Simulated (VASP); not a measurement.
Here is a VASP 6.6.1 calculation.

The input INCAR:

```
  ALGO = Normal
  EDIFF = 1E-7
  ENCUT = 520
  GGA = PS
  ISIF = 2
  ISMEAR = 0
  LASPH = T
  LCHARG = T
  LELF = T
  LREAL = F
  LVHAR = T
  LWAVE = F
  NBANDS = 16
  NELM = 60
  PREC = Accurate
  SIGMA = 0.15
```

The input KPOINTS:

```
k-points
0
Gamma
  18 18 18
```

The input POSCAR:

```
WC
1.0
    0.0000000000      2.3023182000      2.2475011000
    2.3023182000      0.0000000000      2.2475011000
    2.3023182000      2.3023182000      0.0000000000
W C
1 1
Direct
    0.0000000000      0.0000000000      0.0000000000
    0.5000000000      0.5000000000      0.5000000000
```

Potentials or basis: VASP PAW PBE potentials, release 64 (W_sv, C).

Launch:

```sh
$ cat potpaw_PBE.64/W_sv/POTCAR potpaw_PBE.64/C/POTCAR > POTCAR
$ mpirun -np 1 vasp_std > vasp.out
```

Question: What does it give for the band gap on the k mesh?

Answer: Zero (bands 9 and 10 overlap by 2.48 eV).

Question: What does it give for the pressure?

Answer: -41.3 GPa.

Stress tensor (GPa, compression positive):
```
-43.51   0.00   0.00
  0.00 -43.51   0.00
  0.00   0.00 -36.73
```

Caveat: the cell differs from its parent crystal (strain +0.050 along x and y, +0.025 along z); the stress differs along the axes, from -44 to -37 GPa; the PAW data sets were made with another functional, which shifts forces and pressure a little; spin-orbit coupling is left out, which moves the levels of the heavy elements.
